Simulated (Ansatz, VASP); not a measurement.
SnO: VASP beside Ansatz

```
CELL_PARAMETERS angstrom
-2.69244 2.69253 0.00000
-2.69244 -2.69253 0.00000
0.00000 0.00000 10.62555
ATOMIC_POSITIONS crystal
Sn 0.00007 0.99993 0.62668
Sn 0.99993 0.00007 0.16197
Sn 0.49993 0.50007 0.87544
Sn 0.50007 0.49993 0.41074
O 0.99990 0.50010 0.05400
O 0.00010 0.49990 0.51871
O 0.49990 0.00010 0.05400
O 0.50010 0.99990 0.51871
```

Alike in both runs: task single point; functional r2SCAN; k mesh 9 × 9 × 4; occupations gaussian, width 0.03 eV; no spin polarisation.

|  | VASP | Ansatz |
| --- | --- | --- |
| version | VASP 6.6.1 | Ansatz 0.2.0 |
| potentials or method | VASP PAW PBE potentials, release 64 (Sn_d, O), cutoff 520 eV | scalar-relativistic, plane waves, PAW |
| valence electrons in the cell | 80 | 80 |

```csv
,VASP,Ansatz,Ansatz less VASP
gap on the k mesh at the Fermi level (eV),none,none,-
pressure (GPa),-6.5,-6.9,-0.38
"traceless stress, the component that is largest in VASP (GPa)",-6.96,-6.93,+0.025
rms of the force components (eV/Å),1.218,1.226,+0.0076
```

VASP's potentials were made for PBE, not for r2SCAN. Atom by atom the forces differ by 0.049 eV/Å (rms over components). A gap of «none» marks a metal or a gap that the smearing closes. The functional is the same, so the differences come from potentials, cutoffs and numerics.
